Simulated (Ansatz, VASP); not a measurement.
# One calculation of Yb, two programs

INCAR

```
  PREC = Accurate
  ENCUT = 520
  EDIFF = 1E-7
  ISMEAR = 0
  SIGMA = 0.15
  LREAL = False
  LASPH = True
  NELM = 80
  ALGO = Fast
  ISIF = 2
  LWAVE = False
  LCHARG = False
  GGA = PE
  NBANDS = 18
```

KPOINTS

```
Automatic mesh
0
Gamma
  14 14 14
```

Contents of POSCAR:

```
Yb
1.0
   -0.0718242098      2.6117894455      2.3244926065
    2.5399652357      0.0000000000      2.2526683967
    2.6117894455      2.6117894455     -0.0718242098
Yb
1
Direct
    0.0000000000      0.0000000000      0.0000000000
```

Input for Ansatz:

```yaml
crystal:
  lattice:
    - [-0.0718242098, 2.6117894455, 2.3244926065]
    - [2.5399652357, 0.0, 2.2526683967]
    - [2.6117894455, 2.6117894455, -0.0718242098]
  atoms:
    - { symbol: Yb, position: [0.0, 0.0, 0.0] }
basis:
  ecutwfc: 420
kpoints:
  mp_grid: { grid: [14, 14, 14] }
hamiltonian:
  xc: pbe
scf:
  occupations: { method: gaussian, width: 0.15 }
output:
  forces: true
  stress: true
  eigenvalues: true
```

Change from the starting cell: engineering shear strain xz -0.0550, normal strain along z -0.1100.

Alike in both runs: task single point; functional PBE; k mesh 14 × 14 × 14; occupations gaussian, width 0.15 eV; no spin polarisation.

|  | VASP | Ansatz |
| --- | --- | --- |
| version | VASP 6.6.1 | Ansatz 0.2.0 |
| potentials or method | VASP PAW PBE potentials, release 64 (Yb), cutoff 520 eV | scalar-relativistic, plane waves, PAW |
| valence electrons in the cell | 24 | 24 |

```tsv
	VASP	Ansatz	Ansatz less VASP
gap on the k mesh at the Fermi level (eV)	none	none	-
pressure (GPa)	2.3	2.6	+0.26
traceless stress, the component that is largest in VASP (GPa)	1.92	1.93	+0.004
```

A gap of «none» marks a metal or a gap that the smearing closes.

Spin-orbit coupling is off throughout.
